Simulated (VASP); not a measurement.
Fe:

```
Fe
1.0
    -1.43325    1.43325    1.43325
     1.43325   -1.43325    1.43325
     1.43325    1.43325   -1.43325
Fe
1
Direct
  0.00000 0.00000 0.00000
```

```yaml
Program: VASP 6.6.1
Task: relaxation of cell and atoms
Functional: RPBE
Potentials_or_basis: VASP PAW PBE potentials, release 64 (Fe)
Cutoff: 600 eV
k_mesh: 15 × 15 × 15
Occupations: fermi-dirac, width 0.1 eV
Spin: no spin polarisation
```

At the start: pressure -18.0 GPa; volume 11.78 Å³/atom.

Task: Where does the relaxation end?

Result: Over 4 steps the energy falls by 63.2 meV/atom and the volume is 10.75 Å³/atom (-8.7 %); space group Im-3m (No. 229, to 0.1 Å) before and after.

The path:
```csv
step,energy change (eV),largest force (eV/Å),pressure (GPa),volume (Å³)
1,0.0000,0.0000,-17.95,11.78
2,0.0371,0.0000,33.02,9.67
3,-0.0632,0.0000,-0.47,10.77
4,-0.0632,0.0000,-0.03,10.75
```

Final structure:
```
CELL_PARAMETERS angstrom
-1.39021 1.39021 1.39021
1.39021 -1.39021 1.39021
1.39021 1.39021 -1.39021
ATOMIC_POSITIONS crystal
Fe 0.00000 0.00000 0.00000
```

Caveat: the PAW data sets were made with another functional, which shifts forces and pressure a little; the run has no spin polarisation, though such a crystal can be magnetic.
